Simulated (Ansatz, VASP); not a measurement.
# Mg3Te2O: VASP beside Ansatz

```
Mg Te O
1.0
     4.79268    0.00000    0.00000
    -2.39634    4.15058    0.00000
     0.00000    0.00000    7.51884
Mg Te O
3 2 1
Cartesian
  2.3963 0.0000 0.0000
  -1.1982 2.0753 0.0000
  1.1982 2.0753 0.0000
  0.0000 2.7671 3.7594
  2.3963 1.3835 3.7594
  0.0000 0.0000 0.0000
```

Alike in both runs: task relaxation of cell and atoms; functional PBE; k mesh 6 × 6 × 2; occupations gaussian, width 0.1 eV; no spin polarisation.

|  | VASP | Ansatz |
| --- | --- | --- |
| version | VASP 6.6.1 | Ansatz 0.2.0 |
| potentials or method | VASP PAW PBE potentials, release 64 (Mg, Te, O), cutoff 600 eV | scalar-relativistic, plane waves, PAW |
| valence electrons in the cell | 24 | 68 |

VASP gave:

| Item | Value |
| --- | --- |
| gap on the k mesh at the Fermi level, each at its own relaxed structure (eV) | none |
| relaxed volume (Å³/atom) | 23.97 |
| relaxed cell length with the largest relative difference (Å) | 5.591 |

Q: What did Ansatz give for the same quantities?

A: gap on the k mesh at the Fermi level, each at its own relaxed structure (eV): none; relaxed volume (Å³/atom): 23.86; relaxed cell length with the largest relative difference (Å): 5.581.

A gap of «none» marks a metal or a gap that the smearing closes. VASP's potentials hold 24 valence electrons a cell and Ansatz's 68, so a difference there can come from the potentials and not from the codes.

The k mesh is coarse, so the values compare programs but aren't converged. Neither program's run includes spin-orbit coupling.
